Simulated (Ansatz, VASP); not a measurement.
**One calculation of WS, two programs**

INCAR

```
SYSTEM = WS
PREC = Accurate
ENCUT = 520
EDIFF = 1E-6
ISMEAR = -1
SIGMA = 0.04
LREAL = .FALSE.
LASPH = .TRUE.
NELM = 60
ALGO = Normal
ISIF = 2
LWAVE = .FALSE.
LCHARG = .FALSE.
GGA = PE
NBANDS = 17
```

File KPOINTS:

```
regular mesh
0
G
  5 5 5
  0 0 0
```

POSCAR

```
WS
1.0
    3.0078900000      0.0000000000      0.0000000000
    0.0000000000      3.0078900000      0.0000000000
    0.0000000000      0.0000000000      3.0078900000
W S
1 1
Direct
    0.5000000000      0.5000000000      0.5000000000
    0.0000000000      0.0000000000      0.0000000000
```

The input input.yaml:

```yaml
crystal:
  lattice:
    - [3.00789, 0.0, 0.0]
    - [0.0, 3.00789, 0.0]
    - [0.0, 0.0, 3.00789]
  atoms:
    - { symbol: W, position: [0.5, 0.5, 0.5] }
    - { symbol: S, position: [0.0, 0.0, 0.0] }
kpoints:
  mp_grid: { grid: [5, 5, 5] }
scf:
  occupations: { method: fermi_dirac, width: 0.04 }
hamiltonian:
  xc: pbe
  pseudopotentials: { kind: all_electron, lapw: { basis_error: 0.002 } }
output:
  forces: true
  stress: true
  eigenvalues: true
```

Alike in both runs: task single point; functional PBE; k mesh 5 × 5 × 5; occupations fermi-dirac, width 0.04 eV; no spin polarisation.

|  | VASP | Ansatz |
| --- | --- | --- |
| version | VASP 6.6.1 | Ansatz 0.2.0 |
| potentials or method | VASP PAW PBE potentials, release 64 (W_sv, S), cutoff 520 eV | all-electron LAPW, scalar-relativistic |

```csv
,VASP,Ansatz,Ansatz less VASP
gap on the k mesh at the Fermi level (eV),none,none,-
pressure (GPa),0.5,0.3,-0.24
```

A gap of «none» marks a metal or a gap that the smearing closes. Ansatz ran all-electron here, and VASP with PAW potentials.

The k mesh is coarse, so the values compare programs but aren't converged. Neither program's run includes spin-orbit coupling. Noted on Ansatz's run: the k mesh is thin for a metal, which can move the energy by tens of meV per atom.
